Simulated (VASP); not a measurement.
# In2GaP3 (I4/mmm) in VASP: a series of runs, part 2 of 2

VASP 6.6.1.

### Step 3. Single point, PBE

This run uses another cell than the first one: it holds 12 atoms, not 6.

Input file INCAR:

```
PREC = Accurate
ENCUT = 500
EDIFF = 1E-6
ISMEAR = 0
SIGMA = 0.2
LREAL = F
LASPH = T
NELM = 120
ALGO = Normal
ISIF = 2
LWAVE = F
LCHARG = F
GGA = PE
NBANDS = 66
GGA_COMPAT = F
```

Input file KPOINTS:

```
Automatic mesh
0
Gamma
  4 4 4
```

Input file POSCAR:

```
In2GaP3
1.0
   -3.8446779426      3.8446779426      0.0000000000
    3.8446779426      3.8446779426      0.0000000000
    1.9223389713     -1.9223389713     -8.1186207350
In Ga P
4 2 6
Direct
    0.1665928205      1.0000000000      0.3331856410
    0.6665928205      0.5000000000      0.3331856410
    0.8334071795      1.0000000000      0.6668143590
    0.3334071795      0.5000000000      0.6668143590
    0.5000000000      1.0000000000      0.0000000000
    1.0000000000      0.5000000000      0.0000000000
    0.5000000000      0.5000000000      0.0000000000
    1.0000000000      1.0000000000      1.0000000000
    0.3389931761      1.0000000000      0.6779863522
    0.8389931761      0.5000000000      0.6779863522
    0.6610068239      1.0000000000      0.3220136478
    0.1610068239      0.5000000000      0.3220136478
```

Potentials or basis: VASP PAW PBE potentials, release 64 (In_d, Ga_d, P).

Launch:

```sh
> cat potpaw_PBE.64/In_d/POTCAR potpaw_PBE.64/Ga_d/POTCAR potpaw_PBE.64/P/POTCAR > POTCAR
> mpirun -np 1 vasp_std > vasp.out
```

OUTCAR:

```text
PREC = Accurate
   ENCUT = 500
   EDIFF = 1E-6
   ISMEAR = 0
   LREAL = F
   LASPH = T
   NELM = 120
   ISIF = 2
   GGA = PE

 ion  position               nearest neighbor table
   1  0.167  0.000  0.333-   8 2.71  11 2.72  12 2.72  12 2.72  11 2.72   9 2.80   4 3.84   4 3.84
                             3 3.84   3 3.84   2 3.84   2 3.84   2 3.84   2 3.84
   2  0.667  0.500  0.333-   7 2.71  12 2.72  11 2.72  11 2.72  12 2.72  10 2.80   3 3.84   3 3.84
                             4 3.84   4 3.84   1 3.84   1 3.84   1 3.84   1 3.84
   3  0.833  0.000  0.667-   8 2.71   9 2.72  10 2.72  10 2.72   9 2.72  11 2.80   2 3.84   2 3.84
                             1 3.84   1 3.84   4 3.84   4 3.84   4 3.84   4 3.84
   4  0.333  0.500  0.667-   7 2.71  10 2.72   9 2.72   9 2.72  10 2.72  12 2.80   1 3.84   1 3.84
                             2 3.84   2 3.84   3 3.84   3 3.84   3 3.84   3 3.84
   5  0.500  0.000  0.000-   9 2.61  11 2.61   7 2.72   8 2.72   7 2.72   8 2.72
   6  0.000  0.500  0.000-  10 2.61  12 2.61   7 2.72   8 2.72   8 2.72   7 2.72
   7  0.500  0.500  0.000-   2 2.71   4 2.71   5 2.72   6 2.72   5 2.72   6 2.72
   8  0.000  0.000  0.000-   1 2.71   3 2.71   5 2.72   6 2.72   6 2.72   5 2.72
   9  0.339  0.000  0.678-   5 2.61   3 2.72   4 2.72   4 2.72   3 2.72   1 2.80
  10  0.839  0.500  0.678-   6 2.61   4 2.72   3 2.72   3 2.72   4 2.72   2 2.80
  11  0.661  0.000  0.322-   5 2.61   1 2.72   2 2.72   2 2.72   1 2.72   3 2.80
  12  0.161  0.500  0.322-   6 2.61   2 2.72   1 2.72   1 2.72   2 2.72   4 2.80

  LATTYP: Found a base centered orthorhombic cell.
 ALAT       =     5.4371956894
 B/A-ratio  =     2.9863264811
 C/A-ratio  =     1.0000000000

  Lattice vectors:

 A1 = (   1.9223389713,  -1.9223389713,   8.1186207350)
 A2 = (   1.9223389713,  -1.9223389713,  -8.1186207350)
 A3 = (   3.8446779426,   3.8446779426,   0.0000000000)

Analysis of symmetry for initial positions (statically):
=====================================================================
 Subroutine PRICEL returns following result:

  LATTYP: Found a body centered tetragonal cell.
 ALAT       =     3.8446779426
 C/A-ratio  =     4.2233034112

  Lattice vectors:

 A1 = (  -1.9223389713,  -1.9223389713,   8.1186207350)
 A2 = (   1.9223389713,   1.9223389713,   8.1186207350)
 A3 = (  -1.9223389713,   1.9223389713,  -8.1186207350)

   2 primitive cells build up your supercell.

 Routine SETGRP: Setting up the symmetry group for a
 base centered orthorhombic supercell.

 Subroutine GETGRP returns: Found  8 space group operations
 (whereof  8 operations were pure point group operations)
 out of a pool of  8 trial point group operations.

The static configuration has the point symmetry D_2h.

Analysis of symmetry for dynamics (positions and initial velocities):
=====================================================================
 Subroutine PRICEL returns following result:

  LATTYP: Found a body centered tetragonal cell.
 ALAT       =     3.8446779426
 C/A-ratio  =     4.2233034112

  Lattice vectors:

 A1 = (  -1.9223389713,  -1.9223389713,   8.1186207350)
 A2 = (   1.9223389713,   1.9223389713,   8.1186207350)
 A3 = (  -1.9223389713,   1.9223389713,  -8.1186207350)

[... 95 lines left out ...]
   k-points           NKPTS =     21   k-points in BZ     NKDIM =     21   number of bands    NBANDS=     66
   number of dos      NEDOS =    301   number of ions     NIONS =     12
   total plane-waves  NPLWV = 102400
   dimension x,y,z NGX =    40 NGY =   40 NGZ =   64
   dimension x,y,z NGXF=    80 NGYF=   80 NGZF=  128
   ions per type =               4   2   6
   NGX,Y,Z   is equivalent  to a cutoff of  12.23, 12.23, 12.43 a.u.
   NGXF,Y,Z  is equivalent  to a cutoff of  24.46, 24.46, 24.85 a.u.
 SYSTEM =  unknown system
   PREC   = accura    normal or accurate (medium, high low for compatibility)
   ISTART =      0    job   : 0-new  1-cont  2-samecut
   ICHARG =      2    charge: 1-file 2-atom 10-const
   ISPIN  =      1    spin polarized calculation?
   LNONCOLLINEAR =      F non collinear calculations
   LSORBIT =      F    spin-orbit coupling
   LASPH  =      T    aspherical Exc in radial PAW
   ENCUT  =  500.0 eV  36.75 Ry    6.06 a.u.   9.91  9.91 15.61*2*pi/ulx,y,z
   NELM   =    120;   NELMIN=  2; NELMDL= -5     # of ELM steps
   EDIFF  = 0.1E-05   stopping-criterion for ELM
   LREAL  =      F    real-space projection
   EDIFFG = 0.1E-04   stopping-criterion for IOM
   NSW    =      0    number of steps for IOM
   IBRION =     -1    ionic relax: 0-MD 1-quasi-New 2-CG
   NFREE  =      0    steps in history (QN), initial steepest desc. (CG)
   ISIF   =      2    stress and relaxation
   ISYM   =      2    0-nonsym 1-usesym 2-fastsym
   POTIM  = 0.5000    time-step for ionic-motion
   TEBEG  =    0.0;   TEEND  =   0.0 temperature during run
   PSTRESS=    0.0 pullay stress
   NELECT =     108.0000    total number of electrons
   NUPDOWN=      -1.0000    fix difference up-down
   EMIN   =  10.00;   EMAX   =-10.00  energy-range for DOS
   EFERMI =   0.00;   METHOD = LEGACY
   ISMEAR =     0;   SIGMA  =   0.20  broadening in eV -4-tet -1-fermi 0-gaus
   EFERMI_NEDOS =   21; number of points for ismear=-14 and -15
   IALGO  =     38    algorithm
   IMIX   =      4    mixing-type and parameters
     AMIX     =   0.40;   BMIX     =  1.00
     AMIX_MAG =   1.60;   BMIX_MAG =  1.00
  volume/ion in A,a.u.               =      20.00       134.97
  Fermi-wavevector in a.u.,A,eV,Ry     =   1.254504  2.370669 21.412578  1.573780
  Thomas-Fermi vector in A             =   2.388306
   LORBIT       =      0    0 simple, 1 ext, 2 COOP (PROOUT), +10 PAW based schemes
   GGA     = PE    functional components
   LHFCALC =     F    Hartree Fock is set to
   AEXX    =    0.0000 exact exchange contribution
   IVDW    =     0    specifies the selected vdW correction
   LEPSILON=     F    determine dielectric tensor
   LRPA    =     F    only Hartree local field effects (RPA)
 non-spin polarized calculation
 Gauss-broadening in eV      SIGMA  =   0.20
  energy-cutoff  :      500.00
  volume of cell :      240.01
 maximum number of plane-waves:      6124
 NGX is ok and might be reduce to    40

 number of electron     108.0000022 magnetization

 Free energy of the ion-electron system (eV)
  ---------------------------------------------------
  ext. energy  EPLUGINS =         0.00000000
  ---------------------------------------------------
  free energy    TOTEN  =       -47.73102698 eV

  energy without entropy =      -47.54415630  energy(sigma->0) =      -47.63759164

 E-fermi :   6.8584     XC(G=0): -10.5362

 val. band max:        6.8564383231   @ k =   0.5000   0.5000   0.2500
 cond. band min:       6.8660452348   @ k =   0.2500   0.0000   0.2500
 fundamental gap:      0.0096069117
 Fermi energy:         6.8584374432

 k-point     1 :       0.0000    0.0000    0.0000
  band No.  band energies     occupation
      1      -7.9090      2.00000
      2      -7.8803      2.00000
      3      -7.8706      2.00000
      4      -7.8213      2.00000
      5      -7.7902      2.00000
      6      -7.7864      2.00000
[... 1438 lines left out ...]
     65      11.3555      0.00000
     66      11.3626      0.00000

------------------------ aborting loop because EDIFF is reached ----------------------------------------

  FORCE on cell =-STRESS in cart. coord.  units (eV):
  Direction    XX          YY          ZZ          XY          YZ          ZX
  --------------------------------------------------------------------------------------
  -------------------------------------------------------------------------------------
  Total        0.2152585      0.2152585      0.1309679     -0.3037210     -0.0000000     -0.0000000
  in kB        1.4369399      1.4369399      0.8742657     -2.0274642     -0.0000000     -0.0000000
  external PRESSURE =       1.2493818 kB  Pullay stress =       0.0000000 kB

 VOLUME and BASIS-vectors are now :
 -----------------------------------------------------------------------------
  energy-cutoff  :      500.00
  volume of cell :      240.01
      direct lattice vectors                 reciprocal lattice vectors
    -3.844677943  3.844677943  0.000000000    -0.130049905  0.130049905 -0.061586816
     3.844677943  3.844677943  0.000000000     0.130049905  0.130049905  0.000000000
     1.922338971 -1.922338971 -8.118620735     0.000000000  0.000000000 -0.123173632

 POSITION                                       TOTAL-FORCE (eV/Angst)
 -----------------------------------------------------------------------------------
      0.00000      0.00000     -2.70501         0.000000     -0.000000      0.027859
     -0.00000      3.84468     -2.70501         0.000000     -0.000000      0.027859
     -1.92234      1.92234     -5.41361        -0.000000      0.000000     -0.027859
      1.92234      1.92234     -5.41361        -0.000000      0.000000     -0.027859
     -1.92234      1.92234      0.00000        -0.000000      0.000000     -0.000000
      1.92234      1.92234      0.00000        -0.000000      0.000000     -0.000000
      0.00000      3.84468      0.00000         0.000000      0.000000     -0.000000
      0.00000      0.00000      0.00000         0.000000     -0.000000     -0.000000
      0.00000     -0.00000     -5.50431        -0.000000      0.000000     -0.072487
      0.00000      3.84468     -5.50431        -0.000000      0.000000     -0.072487
     -1.92234      1.92234     -2.61431         0.000000     -0.000000      0.072487
      1.92234      1.92234     -2.61431         0.000000     -0.000000      0.072487
 -----------------------------------------------------------------------------------
    total drift:                               -0.000000      0.000000     -0.000000

  FREE ENERGIE OF THE ION-ELECTRON SYSTEM (eV)
  ---------------------------------------------------
  free  energy   TOTEN  =       -47.7310269829 eV

  energy  without entropy=      -47.5441562999  energy(sigma->0) =      -47.63759164
```

Run time: 8.6 min. Hardware: 1 thread of Oxide Virtual Turin-like, shared host; peak memory 0.4 GiB.

What came out:

```
Free energy            : -47.7310 eV
Pressure               : 0.1 GPa
Largest force          : 0.072 eV/Å
Band gap on the k mesh : zero (bands 54 and 55 overlap by 1.08 eV)
```

Forces on the atoms (eV/Å):
```
In   0.000  0.000  0.028
In   0.000  0.000  0.028
In   0.000  0.000 -0.028
In   0.000  0.000 -0.028
Ga   0.000  0.000  0.000
Ga   0.000  0.000  0.000
P    0.000  0.000  0.000
P    0.000  0.000  0.000
P    0.000  0.000 -0.072
P    0.000  0.000 -0.072
P    0.000  0.000  0.072
P    0.000  0.000  0.072
```

Stress tensor (GPa, compression positive):
```
 0.14 -0.20  0.00
-0.20  0.14  0.00
 0.00  0.00  0.09
```

Levels at points of the mesh, in eV from the Fermi level:
| k point | band 50 | band 51 | band 52 | band 53 | band 54 | band 55 | band 56 | band 57 | band 58 | band 59 |
| --- | --- | --- | --- | --- | --- | --- | --- | --- | --- | --- |
| (0.00, 0.00, 0.00) | -2.05 | -2.02 | -2.02 | -1.34 | -1.17 | -0.22 | -0.22 | -0.10 | 0.73 | 0.92 |
| (0.50, 0.00, 0.00) | -1.72 | -0.96 | -0.96 | -0.15 | -0.15 | 1.08 | 1.08 | 2.25 | 2.25 | 2.29 |
| (0.00, 0.50, 0.00) | -1.46 | -1.35 | -1.35 | -1.22 | -1.22 | 0.68 | 0.68 | 2.05 | 2.05 | 2.05 |
| (0.50, 0.50, 0.00) | -0.12 | 0.09 | 0.09 | 0.10 | 0.10 | 2.09 | 2.09 | 2.28 | 2.28 | 2.65 |
| (0.00, 0.00, 0.50) | -2.40 | -2.32 | -2.06 | -1.12 | -1.12 | -0.73 | -0.73 | 0.92 | 0.97 | 2.39 |
| (0.00, 0.50, 0.50) | -2.18 | -0.41 | -0.41 | -0.16 | -0.16 | 2.09 | 2.09 | 2.40 | 2.40 | 2.49 |

Caveat: spin-orbit coupling is left out, which moves the levels of the heavy elements.
